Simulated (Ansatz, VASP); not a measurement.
WSe2 in VASP and in Ansatz

INCAR

```
SYSTEM = WSe2
PREC     = Accurate       ! precision mode
ENCUT    = 520            ! plane-wave cutoff, eV
EDIFF    = 1E-7           ! SCF threshold, eV
ISMEAR   = 0              ! smearing method
SIGMA    = 0.02           ! smearing width, eV
LREAL    = .False.        ! projectors in reciprocal space
LASPH    = .True.         ! aspherical terms in the spheres
NELM     = 60             ! most SCF steps
ALGO     = Normal         ! electronic algorithm
ISIF     = 2              ! what is computed and relaxed
LWAVE    = .False.        ! write WAVECAR
LCHARG   = .False.        ! write CHGCAR
GGA      = PE             ! functional
NBANDS   = 35             ! bands
```

The input KPOINTS:

```
Automatic mesh
0
Gamma
  12 12 2
  0 0 0
```

Contents of POSCAR:

```
WSe2
1.0
    3.3874064129      0.0000000000      0.0000000000
   -1.6937032064      2.9335800065      0.0000000000
    0.0000000000      0.0000000000     15.3446973193
W Se
2 4
Direct
    0.6666666667      0.3333333333      0.7500000000
    0.3333333333      0.6666666667      0.2500000000
    0.3333333333      0.6666666667      0.8578160963
    0.6666666667      0.3333333333      0.3578160963
    0.3333333333      0.6666666667      0.6421839037
    0.6666666667      0.3333333333      0.1421839037
```

Input for Ansatz:

```yaml
crystal:
  lattice:
    - [3.3874064129, 0.0, 0.0]
    - [-1.6937032064, 2.9335800065, 0.0]
    - [0.0, 0.0, 15.3446973193]
  atoms:
    - { symbol: W, position: [0.6666666667, 0.3333333333, 0.75] }
    - { symbol: W, position: [0.3333333333, 0.6666666667, 0.25] }
    - { symbol: Se, position: [0.3333333333, 0.6666666667, 0.8578160963] }
    - { symbol: Se, position: [0.6666666667, 0.3333333333, 0.3578160963] }
    - { symbol: Se, position: [0.3333333333, 0.6666666667, 0.6421839037] }
    - { symbol: Se, position: [0.6666666667, 0.3333333333, 0.1421839037] }
basis:
  ecutwfc: 420
kpoints:
  mp_grid: { grid: [12, 12, 2] }
  band_path: { path: [VBM, CBM], npoints: 2 }
hamiltonian:
  xc: pbe
scf:
  occupations: { method: gaussian, width: 0.02 }
output:
  forces: true
  stress: true
  eigenvalues: true
checkpoint:
  read: start.run
  write: ck
  compress: false
  write_wavefunctions: false
  write_every: 100000
```

Alike in both runs: task single point; functional PBE; k mesh 12 × 12 × 2; occupations gaussian, width 0.02 eV; no spin polarisation.

|  | VASP | Ansatz |
| --- | --- | --- |
| version | VASP 6.6.1 | Ansatz 0.2.0 |
| potentials or method | VASP PAW PBE potentials, release 64 (W_sv, Se), cutoff 520 eV | scalar-relativistic, plane waves, PAW |
| valence electrons in the cell | 52 | 92 |

Ansatz gave:

- gap on the k mesh at the Fermi level (eV): 1.21
- least direct gap on the mesh (eV): 1.31
- pressure (GPa): -2.3
- traceless stress, the component that is largest in VASP (GPa): 2.27
- rms of the force components (eV/Å): 0.000

Task: What did VASP give for the same quantities?

Result: gap on the k mesh at the Fermi level (eV): 1.20; least direct gap on the mesh (eV): 1.30; pressure (GPa): -2.1; traceless stress, the component that is largest in VASP (GPa): 2.32; rms of the force components (eV/Å): 0.019.

Atom by atom the forces differ by 0.019 eV/Å (rms over components). VASP's potentials hold 52 valence electrons a cell and Ansatz's 92, so a difference there can come from the potentials and not from the codes.

Spin-orbit coupling is off throughout.
